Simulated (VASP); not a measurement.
# Si (I4_1/amd) in VASP: single point with LDA

Aim: the single point of Si with LDA.

Program: VASP 6.6.1. These are calculated values, not measurements. Logs are shortened: lines on timing, memory, paths and dates and some standing lists are left out, and cuts for length are marked.

**1. The cell of the first run**

The structure is tetragonal, space group I4_1/amd (No. 141). Conventional cell: a = 4.765 Å, b = 4.765 Å, c = 2.611 Å, α = 90.00°, β = 90.00°, γ = 90.00°. Within 3.3 Å of Si (site symmetry -4m2) lie 10 Si at 2.47 to 3.08 Å.

**2. Single point, LDA**

INCAR

```
  PREC = Accurate
  ENCUT = 520
  EDIFF = 1E-7
  ISMEAR = 0
  SIGMA = 0.15
  LREAL = False
  LASPH = True
  NELM = 100
  ALGO = Normal
  ISIF = 2
  LWAVE = False
  LCHARG = False
  NBANDS = 26
```

KPOINTS

```
Automatic mesh
0
Gamma
  14 14 14
```

POSCAR

```
Si
1.0
    0.0000000000      0.0000000000     -5.2211969269
    4.7648309126      0.0000000000     -2.6105984635
    0.0000000000     -4.7648309126     -2.6105984635
Si
8
Direct
    0.3750000000      0.0000000000      0.5000000000
    0.8750000000      0.0000000000      0.5000000000
    0.1250000000      0.5000000000      0.0000000000
    0.6250000000      0.5000000000      0.0000000000
    0.5000000000      0.5000000000      0.5000000000
    0.0000000000      0.5000000000      0.5000000000
    0.2500000000      0.0000000000      1.0000000000
    0.7500000000      0.0000000000      1.0000000000
```

Potentials or basis: VASP PAW LDA potentials, release 64 (Si).

Run with:

```
> cat potpaw_LDA.64/Si/POTCAR > POTCAR
> mpirun -np 1 vasp_std > vasp.out
```

OUTCAR:

```text
PREC = Accurate
   ENCUT = 520
   EDIFF = 1E-7
   ISMEAR = 0
   LREAL = False
   LASPH = True
   NELM = 100
   ISIF = 2

 ion  position               nearest neighbor table
   1  0.375  0.000  0.500-   6 2.47   8 2.47   7 2.47   5 2.47   2 2.61   2 2.61   6 3.08   8 3.08
                             5 3.08   7 3.08
   2  0.875  0.000  0.500-   5 2.47   7 2.47   8 2.47   6 2.47   1 2.61   1 2.61   5 3.08   7 3.08
                             8 3.08   6 3.08
   3  0.125  0.500  0.000-   8 2.47   5 2.47   6 2.47   7 2.47   4 2.61   4 2.61   8 3.08   5 3.08
                             6 3.08   7 3.08
   4  0.625  0.500  0.000-   7 2.47   6 2.47   5 2.47   8 2.47   3 2.61   3 2.61   7 3.08   6 3.08
                             8 3.08   5 3.08
   5  0.500  0.500  0.500-   3 2.47   2 2.47   4 2.47   1 2.47   6 2.61   6 2.61   2 3.08   3 3.08
                             1 3.08   4 3.08
   6  0.000  0.500  0.500-   4 2.47   1 2.47   3 2.47   2 2.47   5 2.61   5 2.61   1 3.08   4 3.08
                             3 3.08   2 3.08
   7  0.250  0.000  0.000-   2 2.47   4 2.47   1 2.47   3 2.47   8 2.61   8 2.61   4 3.08   2 3.08
                             3 3.08   1 3.08
   8  0.750  0.000  0.000-   1 2.47   3 2.47   2 2.47   4 2.47   7 2.61   7 2.61   3 3.08   1 3.08
                             2 3.08   4 3.08

  LATTYP: Found a body centered tetragonal cell.
 ALAT       =     6.7384884990
 C/A-ratio  =     0.7748320603

  Lattice vectors:

 A1 = (   4.7648309126,   0.0000000000,   2.6105984634)
 A2 = (  -4.7648309126,   0.0000000000,   2.6105984635)
 A3 = (   0.0000000000,  -4.7648309126,  -2.6105984635)

Analysis of symmetry for initial positions (statically):
=====================================================================
 Subroutine PRICEL returns following result:

  LATTYP: Found a body centered tetragonal cell.
 ALAT       =     4.7648309126
 C/A-ratio  =     0.5478890041

  Lattice vectors:

 A1 = (  -2.3824154563,   2.3824154563,   1.3052992318)
 A2 = (   2.3824154563,  -2.3824154563,   1.3052992317)
 A3 = (   2.3824154563,   2.3824154563,  -1.3052992317)

   4 primitive cells build up your supercell.

 Routine SETGRP: Setting up the symmetry group for a
 body centered tetragonal supercell.

 Subroutine GETGRP returns: Found 16 space group operations
 (whereof  8 operations were pure point group operations)
 out of a pool of 16 trial point group operations.

The static configuration has the point symmetry D_2d.
 The point group associated with its full space group is D_4h.

Analysis of symmetry for dynamics (positions and initial velocities):
=====================================================================
 Subroutine PRICEL returns following result:

  LATTYP: Found a body centered tetragonal cell.
 ALAT       =     4.7648309126
 C/A-ratio  =     0.5478890041

  Lattice vectors:

 A1 = (  -2.3824154563,   2.3824154563,   1.3052992318)
 A2 = (   2.3824154563,  -2.3824154563,   1.3052992317)
 A3 = (   2.3824154563,   2.3824154563,  -1.3052992317)

   4 primitive cells build up your supercell.

 Routine SETGRP: Setting up the symmetry group for a
 body centered tetragonal supercell.

 Subroutine GETGRP returns: Found 16 space group operations
 (whereof  8 operations were pure point group operations)
 out of a pool of 16 trial point group operations.

The dynamic configuration has the point symmetry D_2d.
 The point group associated with its full space group is D_4h.

 Subroutine INISYM returns: Found 16 space group operations
 (whereof  8 operations are pure point group operations),
 and found     4 'primitive' translations

----------------------------------------------------------------------------------------

                                     Primitive cell

  volume of cell :      29.6350

  direct lattice vectors                    reciprocal lattice vectors
    -2.382415456  2.382415456  1.305299232     0.000000000  0.209871036  0.383053930
     2.382415456 -2.382415456  1.305299232     0.209871036 -0.000000000  0.383053930
     2.382415456  2.382415456 -1.305299232     0.209871036  0.209871036  0.000000000

  length of vectors
     3.613255166  3.613255166  3.613255166     0.436779309  0.436779309  0.296802465

  position of ions in fractional coordinates (direct lattice)
     0.250000000  0.750000000  0.500000000
     0.500000000  0.500000000  0.000000000

  ion indices of the primitive-cell ions
   primitive index   ion index
                 1           1
                 2           5

----------------------------------------------------------------------------------------

 KPOINTS: Automatic mesh

Automatic generation of k-mesh.
 Grid dimensions read from file:
 generate k-points for:   14   14   14

 Generating k-lattice:

  Cartesian coordinates                     Fractional coordinates (reciprocal lattice)
    -0.007495394  0.007495394 -0.013680497     0.071428571  0.000000000  0.000000000
     0.014990788  0.000000000  0.000000000     0.000000000  0.071428571  0.000000000
     0.000000000 -0.014990788  0.000000000     0.000000000  0.000000000  0.071428571

  Length of vectors
     0.017306585  0.014990788  0.014990788

  Shift w.r.t. Gamma in fractional coordinates (k-lattice)
     0.000000000  0.000000000  0.000000000

 Subroutine IBZKPT returns following result:
 ===========================================

 Found    244 irreducible k-points:

 Following reciprocal coordinates:
            Coordinates               Weight
  0.000000  0.000000  0.000000      1.000000
  0.071429 -0.000000 -0.000000      8.000000
  0.142857 -0.000000 -0.000000      8.000000
  0.214286  0.000000  0.000000      8.000000
  0.285714 -0.000000 -0.000000      8.000000
  0.357143  0.000000  0.000000      8.000000
[... 16 lines left out ...]
  0.285714  0.142857 -0.000000      8.000000
  0.357143  0.142857  0.000000     16.000000
 [... further k-points ...]
   k-points           NKPTS =    244   k-points in BZ     NKDIM =    244   number of bands    NBANDS=     26
   number of dos      NEDOS =    301   number of ions     NIONS =      8
   total plane-waves  NPLWV =  64000
   dimension x,y,z NGX =    40 NGY =   40 NGZ =   40
   dimension x,y,z NGXF=    80 NGYF=   80 NGZF=   80
   ions per type =               8
   NGX,Y,Z   is equivalent  to a cutoff of  12.74, 12.24, 12.24 a.u.
   NGXF,Y,Z  is equivalent  to a cutoff of  25.47, 24.48, 24.48 a.u.
 SYSTEM =  unknown system
   PREC   = accura    normal or accurate (medium, high low for compatibility)
   ISTART =      0    job   : 0-new  1-cont  2-samecut
   ICHARG =      2    charge: 1-file 2-atom 10-const
   ISPIN  =      1    spin polarized calculation?
   LNONCOLLINEAR =      F non collinear calculations
   LSORBIT =      F    spin-orbit coupling
   LASPH  =      T    aspherical Exc in radial PAW
   ENCUT  =  520.0 eV  38.22 Ry    6.18 a.u.   9.71 10.10 10.10*2*pi/ulx,y,z
   NELM   =    100;   NELMIN=  2; NELMDL= -5     # of ELM steps
   EDIFF  = 0.1E-06   stopping-criterion for ELM
   LREAL  =      F    real-space projection
   EDIFFG = 0.1E-05   stopping-criterion for IOM
   NSW    =      0    number of steps for IOM
   IBRION =     -1    ionic relax: 0-MD 1-quasi-New 2-CG
   NFREE  =      0    steps in history (QN), initial steepest desc. (CG)
   ISIF   =      2    stress and relaxation
   ISYM   =      2    0-nonsym 1-usesym 2-fastsym
   POTIM  = 0.5000    time-step for ionic-motion
   TEBEG  =    0.0;   TEEND  =   0.0 temperature during run
   PSTRESS=    0.0 pullay stress
   NELECT =      32.0000    total number of electrons
   NUPDOWN=      -1.0000    fix difference up-down
   EMIN   =  10.00;   EMAX   =-10.00  energy-range for DOS
   EFERMI =   0.00;   METHOD = LEGACY
   ISMEAR =     0;   SIGMA  =   0.15  broadening in eV -4-tet -1-fermi 0-gaus
   EFERMI_NEDOS =   21; number of points for ismear=-14 and -15
   IALGO  =     38    algorithm
   IMIX   =      4    mixing-type and parameters
     AMIX     =   0.40;   BMIX     =  1.00
     AMIX_MAG =   1.60;   BMIX_MAG =  1.00
  volume/ion in A,a.u.               =      14.82        99.99
  Fermi-wavevector in a.u.,A,eV,Ry     =   1.058043  1.999411 15.231097  1.119454
  Thomas-Fermi vector in A             =   2.193337
   LORBIT       =      0    0 simple, 1 ext, 2 COOP (PROOUT), +10 PAW based schemes
   GGA     = CA    functional components
   LHFCALC =     F    Hartree Fock is set to
   AEXX    =    0.0000 exact exchange contribution
   IVDW    =     0    specifies the selected vdW correction
   LEPSILON=     F    determine dielectric tensor
   LRPA    =     F    only Hartree local field effects (RPA)
 non-spin polarized calculation
 Gauss-broadening in eV      SIGMA  =   0.15
  energy-cutoff  :      520.00
  volume of cell :      118.54
 maximum number of plane-waves:      3220
   NGX = 19   NGY = 21   NGZ = 21

 number of electron      31.9999999 magnetization

 Free energy of the ion-electron system (eV)
  ---------------------------------------------------
  ext. energy  EPLUGINS =         0.00000000
  ---------------------------------------------------
  free energy    TOTEN  =       -46.02556868 eV

  energy without entropy =      -45.99195242  energy(sigma->0) =      -46.00876055

 E-fermi :   9.4736     XC(G=0): -11.1017

 val. band max:        9.4634274787   @ k =   0.3571   0.4286   0.0714
 cond. band min:       9.4844543591   @ k =  -0.1429   0.1429   0.1429
 fundamental gap:      0.0210268804
 Fermi energy:         9.4735850342

 k-point     1 :       0.0000    0.0000    0.0000
  band No.  band energies     occupation
      1      -4.4657      2.00000
      2       1.0623      2.00000
      3       1.0623      2.00000
      4       2.5553      2.00000
      5       2.5553      2.00000
      6       3.3072      2.00000
[... 18 lines left out ...]
     25      15.6154      0.00000
     26      15.6154      0.00000

 k-point     2 :       0.0714   -0.0000   -0.0000
  band No.  band energies     occupation
      1      -4.4226      2.00000
      2       0.9823      2.00000
      3       0.9879      2.00000
      4       2.5637      2.00000
      5       2.7136      2.00000
      6       2.7141      2.00000
[... 18 lines left out ...]
     25      15.4744      0.00000
     26      15.7598      0.00000

 k-point     3 :       0.1429   -0.0000   -0.0000
  band No.  band energies     occupation
      1      -4.2935      2.00000
      2       0.8196      2.00000
      3       0.8294      2.00000
      4       1.5869      2.00000
      5       2.3959      2.00000
      6       2.4560      2.00000
[... 18 lines left out ...]
     25      15.1357      0.00000
     26      15.8368      0.00000

 k-point     4 :       0.2143    0.0000    0.0000
  band No.  band energies     occupation
      1      -4.0786      2.00000
      2       0.6489      2.00000
      3       0.6652      2.00000
      4       0.6783      2.00000
      5       1.9096      2.00000
      6       1.9561      2.00000
[... 18 lines left out ...]
     25      15.2125      0.00000
     26      15.4641      0.00000
[... 496 lines left out ...]
      1      -4.3369      2.00000
      2       0.0230      2.00000
      3       1.1902      2.00000
      4       2.6516      2.00000
      5       2.6516      2.00000
      6       2.6738      2.00000
[... 18 lines left out ...]
     25      14.8755      0.00000
     26      15.5486      0.00000

 k-point    23 :       0.2857    0.1429   -0.0000
  band No.  band energies     occupation
      1      -3.9066      2.00000
      2       0.4429      2.00000
      3       0.5250      2.00000
      4       0.5250      2.00000
      5       1.6092      2.00000
      6       2.2454      2.00000
[... 18 lines left out ...]
     25      14.5272      0.00000
     26      15.0079      0.00000

 k-point    24 :       0.3571    0.1429    0.0000
  band No.  band energies     occupation
      1      -3.5850      2.00000
      2      -0.3272      2.00000
      3       0.1089      2.00000
      4       0.3443      2.00000
      5       1.8021      2.00000
      6       1.8366      2.00000
[... 18 lines left out ...]
     25      14.0612      0.00000
     26      14.7773      0.00000

 [... further k-points ...]

------------------------ aborting loop because EDIFF is reached ----------------------------------------

  FORCE on cell =-STRESS in cart. coord.  units (eV):
  Direction    XX          YY          ZZ          XY          YZ          ZX
  --------------------------------------------------------------------------------------
  -------------------------------------------------------------------------------------
  Total        0.0625623      0.0625623     -0.0302044      0.0000000      0.0000000     -0.0000000
  in kB        0.8455867      0.8455867     -0.4082404      0.0000000      0.0000000     -0.0000000
  external PRESSURE =       0.4276443 kB  Pullay stress =       0.0000000 kB

 VOLUME and BASIS-vectors are now :
 -----------------------------------------------------------------------------
  energy-cutoff  :      520.00
  volume of cell :      118.54
      direct lattice vectors                 reciprocal lattice vectors
     0.000000000  0.000000000 -5.221196927    -0.104935518  0.104935518 -0.191526965
     4.764830913  0.000000000 -2.610598464     0.209871036  0.000000000  0.000000000
     0.000000000 -4.764830913 -2.610598464     0.000000000 -0.209871036  0.000000000

 POSITION                                       TOTAL-FORCE (eV/Angst)
 -----------------------------------------------------------------------------------
      0.00000     -2.38242     -3.26325        -0.000000     -0.000000     -0.000000
      0.00000     -2.38242     -5.87385        -0.000000      0.000000     -0.000000
      2.38242      0.00000     -1.95795        -0.000000      0.000000     -0.000000
      2.38242      0.00000     -4.56855         0.000000      0.000000      0.000000
      2.38242     -2.38242     -5.22120         0.000000     -0.000000      0.000000
      2.38242     -2.38242     -2.61060         0.000000      0.000000      0.000000
      0.00000      0.00000     -1.30530         0.000000     -0.000000      0.000000
      0.00000      0.00000     -3.91590         0.000000     -0.000000     -0.000000
 -----------------------------------------------------------------------------------
    total drift:                                0.000000     -0.000000      0.000000

  FREE ENERGIE OF THE ION-ELECTRON SYSTEM (eV)
  ---------------------------------------------------
  free  energy   TOTEN  =       -46.0255686819 eV

  energy  without entropy=      -45.9919524193  energy(sigma->0) =      -46.00876055
```

Run time: 3.4 min. Hardware: 1 thread of Intel Xeon 6975P-C (Granite Rapids), shared host; peak memory 0.56 GiB.

What came out:

| Property | Result |
| --- | --- |
| Free energy | -46.0256 eV |
| Pressure | 0.0 GPa |
| Band gap on the k mesh | zero (bands 16 and 17 overlap by 1.84 eV) |

The gap in the log of VASP goes by the Fermi energy; the results here count the filled bands.